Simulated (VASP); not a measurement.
# AlN (P6_3/mmc) in VASP: notebook

AlN is run at these levels: PBEsol; tasks: single point.

All numbers are computed with VASP 6.6.1; they aren't measurements. Logs are shortened: lines on timing, memory, paths and dates and some standing lists are left out, and cuts for length are marked.

## 1. The cell of the first run

The structure is hexagonal, space group P6_3/mmc (No. 194). The conventional cell has a = 3.202 Å, b = 3.202 Å, c = 4.140 Å, α = 90.00°, β = 90.00°, γ = 120.00°. Al (site symmetry -6m2) has 5 N at 1.85 to 2.07 Å within 2.5 Å. N (site symmetry -6m2) has 5 Al at 1.85 to 2.07 Å within 2.5 Å.

## 2. Single point, PBEsol

File INCAR:

```
ALGO = Normal ; EDIFF = 1E-6
ENCUT = 520 ; GGA = PS
ISIF = 2 ; ISMEAR = 0
LASPH = T ; LCHARG = T
LELF = T ; LREAL = F
LVHAR = T ; LWAVE = F
NBANDS = 16 ; NELM = 80
PREC = Accurate ; SIGMA = 0.05
```

File KPOINTS:

```
k-points
0
Gamma
  9 9 6
```

File POSCAR:

```
AlN
1.0
    3.2024000000      0.0000000000      0.0000000000
   -1.6012000000      2.7733597531      0.0000000000
    0.0000000000      0.0000000000      4.1400037194
Al N
2 2
Direct
    0.3333333333      0.6666666667      0.7500000000
    0.6666666667      0.3333333333      0.2500000000
    0.3333333333      0.6666666667      0.2500000000
    0.6666666667      0.3333333333      0.7500000000
```

Potentials or basis: VASP PAW PBE potentials, release 64 (Al, N).

Started as:

```bash
$ cat potpaw_PBE.64/Al/POTCAR potpaw_PBE.64/N/POTCAR > POTCAR
$ mpirun -np 1 vasp_std > vasp.out
```

OUTCAR:

```text
EDIFF = 1E-6
   ENCUT = 520
   GGA = PS
   ISIF = 2
   ISMEAR = 0
   LASPH = T
   LREAL = F
   NELM = 80
   PREC = Accurate

 ion  position               nearest neighbor table
   1  0.333  0.667  0.750-   4 1.85   4 1.85   4 1.85   3 2.07   3 2.07   2 2.78   2 2.78   2 2.78
                             2 2.78   2 2.78   2 2.78
   2  0.667  0.333  0.250-   3 1.85   3 1.85   3 1.85   4 2.07   4 2.07   1 2.78   1 2.78   1 2.78
                             1 2.78   1 2.78   1 2.78
   3  0.333  0.667  0.250-   2 1.85   2 1.85   2 1.85   1 2.07   1 2.07
   4  0.667  0.333  0.750-   1 1.85   1 1.85   1 1.85   2 2.07   2 2.07

  LATTYP: Found a hexagonal cell.
 ALAT       =     3.2024000000
 C/A-ratio  =     1.2927815761

  Lattice vectors:

 A1 = (   3.2024000000,   0.0000000000,   0.0000000000)
 A2 = (  -1.6012000000,   2.7733597531,   0.0000000000)
 A3 = (   0.0000000000,   0.0000000000,   4.1400037194)

Analysis of symmetry for initial positions (statically):
=====================================================================
 Subroutine PRICEL returns:
 Original cell was already a primitive cell.

 Routine SETGRP: Setting up the symmetry group for a
 hexagonal supercell.

 Subroutine GETGRP returns: Found 24 space group operations
 (whereof 12 operations were pure point group operations)
 out of a pool of 24 trial point group operations.

The static configuration has the point symmetry D_3d.
 The point group associated with its full space group is D_6h.

Analysis of symmetry for dynamics (positions and initial velocities):
=====================================================================
 Subroutine PRICEL returns:
 Original cell was already a primitive cell.

 Routine SETGRP: Setting up the symmetry group for a
 hexagonal supercell.

 Subroutine GETGRP returns: Found 24 space group operations
 (whereof 12 operations were pure point group operations)
 out of a pool of 24 trial point group operations.

The dynamic configuration has the point symmetry D_3d.
 The point group associated with its full space group is D_6h.

 Subroutine INISYM returns: Found 24 space group operations
 (whereof 12 operations are pure point group operations),
 and found     1 'primitive' translations

----------------------------------------------------------------------------------------

                                     Primitive cell

  volume of cell :      36.7691

  direct lattice vectors                    reciprocal lattice vectors
     3.202400000  0.000000000  0.000000000     0.312265801  0.180286744  0.000000000
    -1.601200000  2.773359753  0.000000000     0.000000000  0.360573488  0.000000000
     0.000000000  0.000000000  4.140003719     0.000000000  0.000000000  0.241545677

  length of vectors
     3.202400000  3.202400000  4.140003719     0.360573488  0.360573488  0.241545677

  position of ions in fractional coordinates (direct lattice)
     0.333333333  0.666666667  0.750000000
     0.666666667  0.333333333  0.250000000
     0.333333333  0.666666667  0.250000000
     0.666666667  0.333333333  0.750000000

  ion indices of the primitive-cell ions
   primitive index   ion index
                 1           1
                 2           2
                 3           3
                 4           4

----------------------------------------------------------------------------------------

 KPOINTS: k-points

Automatic generation of k-mesh.
 Grid dimensions read from file:
 generate k-points for:    9    9    6

 Generating k-lattice:

  Cartesian coordinates                     Fractional coordinates (reciprocal lattice)
     0.034696200  0.020031860  0.000000000     0.111111111  0.000000000  0.000000000
     0.000000000  0.040063721  0.000000000     0.000000000  0.111111111  0.000000000
     0.000000000  0.000000000  0.040257613     0.000000000  0.000000000  0.166666667

  Length of vectors
     0.040063721  0.040063721  0.040257613

  Shift w.r.t. Gamma in fractional coordinates (k-lattice)
     0.000000000  0.000000000  0.000000000

 Subroutine IBZKPT returns following result:
 ===========================================

 Found     48 irreducible k-points:

 Following reciprocal coordinates:
            Coordinates               Weight
  0.000000  0.000000  0.000000      1.000000
  0.111111  0.000000  0.000000      6.000000
  0.222222 -0.000000  0.000000      6.000000
  0.333333  0.000000  0.000000      6.000000
  0.444444 -0.000000  0.000000      6.000000
  0.111111  0.111111  0.000000      6.000000
[... 16 lines left out ...]
  0.333333  0.222222  0.166667     24.000000
  0.333333  0.333333  0.166667      4.000000
 [... further k-points ...]
   k-points           NKPTS =     48   k-points in BZ     NKDIM =     48   number of bands    NBANDS=     16
   number of dos      NEDOS =    301   number of ions     NIONS =      4
   total plane-waves  NPLWV =  18432
   dimension x,y,z NGX =    24 NGY =   24 NGZ =   32
[... 27 lines left out ...]
   EMIN   =  10.00;   EMAX   =-10.00  energy-range for DOS
   EFERMI =   0.00;   METHOD = LEGACY
   ISMEAR =     0;   SIGMA  =   0.05  broadening in eV -4-tet -1-fermi 0-gaus
   EFERMI_NEDOS =   21; number of points for ismear=-14 and -15
   IALGO  =     38    algorithm
   IMIX   =      4    mixing-type and parameters
     AMIX     =   0.40;   BMIX     =  1.00
     AMIX_MAG =   1.60;   BMIX_MAG =  1.00
  volume/ion in A,a.u.               =       9.19        62.03
  Fermi-wavevector in a.u.,A,eV,Ry     =   1.240568  2.344334 20.939496  1.539010
  Thomas-Fermi vector in A             =   2.375003
   LORBIT       =      0    0 simple, 1 ext, 2 COOP (PROOUT), +10 PAW based schemes
   GGA     = PS    functional components
   LHFCALC =     F    Hartree Fock is set to
   AEXX    =    0.0000 exact exchange contribution
   IVDW    =     0    specifies the selected vdW correction
   LEPSILON=     F    determine dielectric tensor
   LRPA    =     F    only Hartree local field effects (RPA)
 non-spin polarized calculation
 Gauss-broadening in eV      SIGMA  =   0.05
  energy-cutoff  :      520.00
  volume of cell :       36.77
 maximum number of plane-waves:      1014
 NGX is ok and might be reduce to    24
   NGX = 11   NGY = 11   NGZ = 15

 number of electron      16.0000004 magnetization

 Free energy of the ion-electron system (eV)
  ---------------------------------------------------
  ext. energy  EPLUGINS =         0.00000000
  ---------------------------------------------------
  free energy    TOTEN  =       -30.81053177 eV

  energy without entropy =      -30.81053177  energy(sigma->0) =      -30.81053177

 E-fermi :   9.0934     XC(G=0): -11.7098

 val. band max:        8.8629439250   @ k =   0.0000   0.0000   0.0000
 cond. band min:      12.5935829126   @ k =   0.0000   0.0000   0.0000
 fundamental gap:      3.7306389876
 Fermi energy:         9.0934203137

 k-point     1 :       0.0000    0.0000    0.0000
  band No.  band energies     occupation
      1      -8.6118      2.00000
      2      -4.6669      2.00000
      3       1.3115      2.00000
      4       5.3413      2.00000
      5       5.3413      2.00000
      6       6.9687      2.00000
[... 8 lines left out ...]
     15      20.9555      0.00000
     16      20.9932      0.00000

 k-point     2 :       0.1111    0.0000    0.0000
  band No.  band energies     occupation
      1      -8.4550      2.00000
      2      -4.6499      2.00000
      3       1.4771      2.00000
      4       4.7957      2.00000
      5       5.1267      2.00000
      6       6.4754      2.00000
[... 8 lines left out ...]
     15      20.3478      0.00000
     16      20.9754      0.00000

 k-point     3 :       0.2222   -0.0000    0.0000
  band No.  band energies     occupation
      1      -8.0042      2.00000
      2      -4.6530      2.00000
      3       1.9606      2.00000
      4       3.6096      2.00000
      5       4.6940      2.00000
      6       5.5414      2.00000
[... 8 lines left out ...]
     15      19.4040      0.00000
     16      21.5613      0.00000
[... 362 lines left out ...]
 k-point    23 :       0.3333    0.2222    0.1667
  band No.  band energies     occupation
      1      -6.2051      2.00000
      2      -5.3314      2.00000
      3       1.7624      2.00000
      4       2.6503      2.00000
      5       3.4769      2.00000
      6       5.2724      2.00000
[... 8 lines left out ...]
     15      20.9847      0.00000
     16      22.8333      0.00000

 k-point    24 :       0.3333    0.3333    0.1667
  band No.  band energies     occupation
      1      -5.7033      2.00000
      2      -5.7033      2.00000
      3       1.7280      2.00000
      4       2.9264      2.00000
      5       2.9264      2.00000
      6       5.3609      2.00000
[... 8 lines left out ...]
     15      20.5924      0.00000
     16      22.5674      0.00000

 [... further k-points ...]

------------------------ aborting loop because EDIFF is reached ----------------------------------------

  FORCE on cell =-STRESS in cart. coord.  units (eV):
  Direction    XX          YY          ZZ          XY          YZ          ZX
  --------------------------------------------------------------------------------------
  -------------------------------------------------------------------------------------
  Total        4.5601618      4.5601618      1.9797779      0.0000000      0.0000000      0.0000000
  in kB      198.7047834    198.7047834     86.2669668      0.0000000      0.0000000      0.0000000
  external PRESSURE =     161.2255112 kB  Pullay stress =       0.0000000 kB

 VOLUME and BASIS-vectors are now :
 -----------------------------------------------------------------------------
  energy-cutoff  :      520.00
  volume of cell :       36.77
      direct lattice vectors                 reciprocal lattice vectors
     3.202400000  0.000000000  0.000000000     0.312265801  0.180286744  0.000000000
    -1.601200000  2.773359753  0.000000000     0.000000000  0.360573488  0.000000000
     0.000000000  0.000000000  4.140003719     0.000000000  0.000000000  0.241545677

 POSITION                                       TOTAL-FORCE (eV/Angst)
 -----------------------------------------------------------------------------------
     -0.00000      1.84891      3.10500         0.000000      0.000000      0.000000
      1.60120      0.92445      1.03500        -0.000000     -0.000000      0.000000
     -0.00000      1.84891      1.03500        -0.000000      0.000000      0.000000
      1.60120      0.92445      3.10500        -0.000000      0.000000      0.000000
 -----------------------------------------------------------------------------------
    total drift:                               -0.000000     -0.000000     -0.000000

  FREE ENERGIE OF THE ION-ELECTRON SYSTEM (eV)
  ---------------------------------------------------
  free  energy   TOTEN  =       -30.8105317668 eV

  energy  without entropy=      -30.8105317668  energy(sigma->0) =      -30.81053177
```

It took 15 s on 1 thread of AMD EPYC 7R13 (Zen 3), shared host; peak memory 0.13 GiB.

Results:

```
Free energy            : -30.8105 eV
Pressure               : 16.1 GPa
Band gap on the k mesh : 3.73 eV
```

Stress tensor (GPa, compression positive):
```
19.87  0.00  0.00
 0.00 19.87  0.00
 0.00  0.00  8.63
```

Levels at points of the mesh, in eV from the valence-band top:
```tsv
k point	band 5	band 6	band 7	band 8	band 9	band 10	band 11	band 12
(0.00, 0.00, 0.00)	-3.52	-1.89	-1.89	0.00	3.73	5.02	8.63	8.63
(0.00, 0.00, 0.50)	-2.75	-2.75	-2.75	-2.75	6.02	6.02	8.79	8.79
```

Caveat: the cell stands under pressure; the PAW data sets were made with another functional, which shifts forces and pressure a little; an odd mesh through Γ misses points on the zone boundary, where band edges can lie.

## 3. Single point, PBEsol

This run uses another cell than the first one, of 9.28 Å³/atom.

File INCAR:

```
ALGO = Normal ; EDIFF = 1E-6
ENCUT = 520 ; GGA = PS
ISIF = 2 ; ISMEAR = 0
LASPH = True ; LCHARG = False
LREAL = False ; LWAVE = False
NBANDS = 16 ; NELM = 80
PREC = Accurate ; SIGMA = 0.05
```

KPOINTS is that of step 2.

File POSCAR:

```
AlN
1.0
    3.3014407767      0.0000000000      0.0000000000
   -1.6507203884      2.8591315817      0.0000000000
    0.0000000000      0.0000000000      3.9330000000
Al N
2 2
Direct
    0.3333333333      0.6666666667      0.7500000000
    0.6666666667      0.3333333333      0.2500000000
    0.3333333333      0.6666666667      0.2500000000
    0.6666666667      0.3333333333      0.7500000000
```

Potentials or basis: VASP PAW PBE potentials, release 64 (Al, N).

Started as:

```bash
$ cat potpaw_PBE.64/Al/POTCAR potpaw_PBE.64/N/POTCAR > POTCAR
$ mpirun -np 1 vasp_std > vasp.out
```

Run time: 20 s. Hardware: 1 thread of AMD EPYC 7R13 (Zen 3), shared host; peak memory 0.13 GiB.

Results (log left out):

| Quantity | Value |
| --- | --- |
| Free energy | -30.8289 eV |
| Pressure | 12.1 GPa |
| Band gap on the k mesh | 3.81 eV |

Stress tensor (GPa, compression positive):
```
 7.63  0.00  0.00
 0.00  7.63  0.00
 0.00  0.00 21.03
```

Levels at points of the mesh, in eV from the valence-band top:
```
           k point  band 6  band 7  band 8  band 9  band 10  band 11
(0.00, 0.00, 0.00)   -1.39   -1.39    0.00    3.81     4.97     8.46
(0.00, 0.00, 0.50)   -2.46   -2.46   -2.46    6.16     6.16     8.48
```

Caveat: the cell stands under pressure; the PAW data sets were made with another functional, which shifts forces and pressure a little; an odd mesh through Γ misses points on the zone boundary, where band edges can lie.

## 4. Single point, PBEsol

This run uses another cell than the first one, of 9.23 Å³/atom.

File INCAR:

```
SYSTEM = AlN
PREC = Accurate
ENCUT = 520
EDIFF = 1E-6
ISMEAR = 0
SIGMA = 0.05
LREAL = .False.
LASPH = .True.
NELM = 80
ALGO = Normal
ISIF = 2
LWAVE = .False.
LCHARG = .True.
GGA = PS
LELF = .True.
LVHAR = .True.
NBANDS = 16
```

File KPOINTS:

```
regular mesh
0
Gamma
  9 9 6
  0 0 0
```

File POSCAR:

```
AlN
1.0
    3.2420000000      0.0000000000      0.0000000000
   -1.6210000000      2.8076543591      0.0000000000
    0.0000000000      0.0000000000      4.0572000000
Al N
2 2
Direct
    0.3333333333      0.6666666667      0.7500000000
    0.6666666667      0.3333333333      0.2500000000
    0.3333333333      0.6666666667      0.2500000000
    0.6666666667      0.3333333333      0.7500000000
```

Started as:

```bash
$ cat potpaw_PBE.64/Al/POTCAR potpaw_PBE.64/N/POTCAR > POTCAR
$ mpirun -np 1 vasp_std > vasp.out
```

Wall time 19 s (1 thread of AMD EPYC 7R13 (Zen 3), shared host); peak memory 0.12 GiB.

The run converged. Its results:

| Quantity | Value |
| --- | --- |
| Free energy | -30.8575 eV |
| Pressure | 13.6 GPa |
| Band gap on the k mesh | 3.75 eV |

Stress tensor (GPa, compression positive):
```
14.18  0.00  0.00
 0.00 14.18  0.00
 0.00  0.00 12.55
```

Levels at points of the mesh, in eV from the valence-band top:
| k point | band 5 | band 6 | band 7 | band 8 | band 9 | band 10 | band 11 | band 12 |
| --- | --- | --- | --- | --- | --- | --- | --- | --- |
| (0.00, 0.00, 0.00) | -3.50 | -1.71 | -1.71 | 0.00 | 3.75 | 4.95 | 8.52 | 8.52 |
| (0.00, 0.00, 0.50) | -2.65 | -2.65 | -2.65 | -2.65 | 6.05 | 6.05 | 8.63 | 8.63 |

Caveat: the cell stands under pressure; the PAW data sets were made with another functional, which shifts forces and pressure a little; an odd mesh through Γ misses points on the zone boundary, where band edges can lie.

## 5. Single point, PBEsol

This run uses another cell than the first one, of 9.25 Å³/atom.

File INCAR:

```
PREC = Accurate
ENCUT = 520
EDIFF = 1E-6
ISMEAR = 0
SIGMA = 0.05
LREAL = F
LASPH = T
NELM = 100
ALGO = Normal
ISIF = 2
LWAVE = F
LCHARG = F
GGA = PS
NBANDS = 16
```

File KPOINTS:

```
regular mesh
0
Gamma
  9 9 6
```

File POSCAR:

```
AlN
1.0
    3.2618000000      0.0000000000      0.0000000000
   -1.6309000000      2.8248016620      0.0000000000
    0.0000000000      0.0000000000      4.0158000000
Al N
2 2
Direct
    0.3333333333      0.6666666667      0.7500000000
    0.6666666667      0.3333333333      0.2500000000
    0.3333333333      0.6666666667      0.2500000000
    0.6666666667      0.3333333333      0.7500000000
```

Started as:

```bash
$ cat potpaw_PBE.64/Al/POTCAR potpaw_PBE.64/N/POTCAR > POTCAR
$ mpirun -np 1 vasp_std > vasp.out
```

It took 17 s on 1 thread of AMD EPYC 7R13 (Zen 3), shared host; peak memory 0.12 GiB.

The run converged. Its results:

| Item | Value |
| --- | --- |
| Free energy | -30.8614 eV |
| Pressure | 12.8 GPa |
| Band gap on the k mesh | 3.77 eV |

Stress tensor (GPa, compression positive):
```
11.74  0.00  0.00
 0.00 11.74  0.00
 0.00  0.00 15.00
```

Levels at points of the mesh, in eV from the valence-band top:
```
           k point  band 4  band 5  band 6  band 7  band 8  band 9  band 10  band 11  band 12  band 13
(0.00, 0.00, 0.00)   -3.48   -3.48   -1.61   -1.61    0.00    3.77     4.94     8.49     8.49    11.88
(0.00, 0.00, 0.50)   -3.77   -2.59   -2.59   -2.59   -2.59    6.08     6.08     8.57     8.57     8.57
```

Caveat: the cell stands under pressure; the PAW data sets were made with another functional, which shifts forces and pressure a little; an odd mesh through Γ misses points on the zone boundary, where band edges can lie.

## 6. Single point, PBEsol

This run uses another cell than the first one, of 9.27 Å³/atom.

File INCAR:

```
PREC = Accurate
ENCUT = 520
EDIFF = 1E-6
ISMEAR = 0
SIGMA = 0.05
LREAL = False
LASPH = True
NELM = 80
ALGO = Normal
ISIF = 2
LWAVE = False
LCHARG = False
GGA = PS
NBANDS = 16
```

KPOINTS is that of step 5.

File POSCAR:

```
AlN
1.0
    3.2816000000      0.0000000000      0.0000000000
   -1.6408000000      2.8419489650      0.0000000000
    0.0000000000      0.0000000000      3.9744000000
Al N
2 2
Direct
    0.3333333333      0.6666666667      0.7500000000
    0.6666666667      0.3333333333      0.2500000000
    0.3333333333      0.6666666667      0.2500000000
    0.6666666667      0.3333333333      0.7500000000
```

Potentials or basis: VASP PAW PBE potentials, release 64 (Al, N).

Started as:

```bash
$ cat potpaw_PBE.64/Al/POTCAR potpaw_PBE.64/N/POTCAR > POTCAR
$ mpirun -np 1 vasp_std > vasp.out
```

It took 17 s on 1 thread of AMD EPYC 7R13 (Zen 3), shared host; peak memory 0.12 GiB.

Results (log left out):

```yaml
Free_energy: -30.8519 eV
Pressure: 12.3 GPa
Band_gap_on_the_k_mesh: 3.79 eV
```

Stress tensor (GPa, compression positive):
```
 9.56  0.00  0.00
 0.00  9.56  0.00
 0.00  0.00 17.81
```

Levels at points of the mesh, in eV from the valence-band top:
| k point | band 6 | band 7 | band 8 | band 9 | band 10 | band 11 |
| --- | --- | --- | --- | --- | --- | --- |
| (0.00, 0.00, 0.00) | -1.50 | -1.50 | 0.00 | 3.79 | 4.94 | 8.46 |
| (0.00, 0.00, 0.50) | -2.53 | -2.53 | -2.53 | 6.11 | 6.11 | 8.52 |

Caveat: the cell stands under pressure; the PAW data sets were made with another functional, which shifts forces and pressure a little; an odd mesh through Γ misses points on the zone boundary, where band edges can lie.

## 7. Overview

```tsv
cell	gap on the mesh (eV)	pressure (GPa)
a = 3.202, b = 3.202, c = 4.140 Å, angles 90.0, 90.0, 120.0°, 4 atoms	3.73	16.1
a = 3.301, b = 3.301, c = 3.933 Å, angles 90.0, 90.0, 120.0°, 4 atoms	3.81	12.1
a = 3.242, b = 3.242, c = 4.057 Å, angles 90.0, 90.0, 120.0°, 4 atoms	3.75	13.6
a = 3.262, b = 3.262, c = 4.016 Å, angles 90.0, 90.0, 120.0°, 4 atoms	3.77	12.8
a = 3.282, b = 3.282, c = 3.974 Å, angles 90.0, 90.0, 120.0°, 4 atoms	3.79	12.3
```

Alike in all rows: task single point; level PBEsol; potentials or basis VASP PAW PBE potentials, release 64 (Al, N); no spin polarisation; k mesh 9 × 9 × 6; cutoff (eV) 520; smearing gaussian 0.05 eV.

Caveats: the cell stands under pressure; the PAW data sets were made with another functional, which shifts forces and pressure a little; an odd mesh through Γ misses points on the zone boundary, where band edges can lie.

Absolute energies hang on the potentials; compare differences alone.
